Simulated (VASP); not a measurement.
TiNi, 2 atoms in the cell. Symmetry: P4/mmm, No. 123, tetragonal system. Conventional cell: a = 3.105 Å, b = 3.105 Å, c = 2.733 Å, α = 90.00°, β = 90.00°, γ = 90.00°. Ti (site symmetry 4/mmm) has 8 Ni at 2.59 Å and 6 Ti at 2.73 to 3.10 Å within 3.4 Å. Within 3.4 Å of Ni (site symmetry 4/mmm) lie 8 Ti at 2.59 Å and 6 Ni at 2.73 to 3.10 Å.  This cell differs from its parent crystal: biaxial strain in the a-b plane: +4.5 %, then relaxed in part.

```yaml
Program: VASP 6.6.1
Task: single point
Functional: PBEsol
Potentials_or_basis: VASP PAW PBE potentials, release 64 (Ti_sv, Ni)
Cutoff: 520 eV
k_mesh: 18 × 18 × 18
Occupations: gaussian, width 0.1 eV
Spin: no spin polarisation
Dipole_correction: no
Further_INCAR_settings: ALGO = Fast; EDIFF = 1e-06; NBANDS = 18
```

Potentials or basis: VASP PAW PBE potentials, release 64 (Ti_sv, Ni).

The run is started by

```sh
$ cat potpaw_PBE.64/Ti_sv/POTCAR potpaw_PBE.64/Ni/POTCAR > POTCAR
$ mpirun -np 1 vasp_std > vasp.out
```

Hardware: 1 thread of Intel Xeon 8259CL, on a shared host.

Task: How long does it take, and how much memory?

Result: Wall time 6 min on 1 thread of Intel Xeon 8259CL, on a shared host, peak memory 0.37 GiB. Counts: scf iterations 21, k points 550.
